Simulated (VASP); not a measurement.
Input of a VASP 6.6.1 run:

The input INCAR:

```
SYSTEM = MgI2
PREC     = Accurate       ! precision mode
ENCUT    = 520            ! plane-wave cutoff, eV
EDIFF    = 1E-6           ! SCF threshold, eV
ISMEAR   = 0              ! smearing method
SIGMA    = 0.01           ! smearing width, eV
LREAL    = .FALSE.        ! projectors in reciprocal space
LASPH    = .TRUE.         ! aspherical terms in the spheres
NELM     = 100            ! most SCF steps
ALGO     = Normal         ! electronic algorithm
ISIF     = 2              ! what is computed and relaxed
LWAVE    = .FALSE.        ! write WAVECAR
LCHARG   = .FALSE.        ! write CHGCAR
GGA      = PE             ! functional
NBANDS   = 15             ! bands
```

KPOINTS

```
regular mesh
0
G
  4 4 4
  0 0 0
```

File POSCAR:

```
MgI2
1.0
    2.0786779676      1.2001252841      6.8923459656
   -2.0786779676      1.2001252841      6.8923459656
    0.0000000000     -2.4002505683      6.8923459656
Mg I
1 2
Direct
    0.0000000000      0.0000000000      0.0000000000
    0.2526882638      0.2526882638      0.2526882638
    0.7473117362      0.7473117362      0.7473117362
```

Potentials or basis: VASP PAW PBE potentials, release 64 (Mg, I).

Launch:

```console
$ cat potpaw_PBE.64/Mg/POTCAR potpaw_PBE.64/I/POTCAR > POTCAR
$ mpirun -np 1 vasp_std > vasp.out
```

(1) What does it give for the largest force?

(2) Predict the pressure.

(3) What does it give for the band gap on the k mesh?

## Answers

(1) 0.007 eV/Å.

(2) 1.2 GPa.

(3) 3.24 eV, indirect (least direct gap 3.65 eV).

Caveat: the k points lie up to 0.44 Å⁻¹ apart; spin-orbit coupling is left out, which moves the levels of the heavy elements.
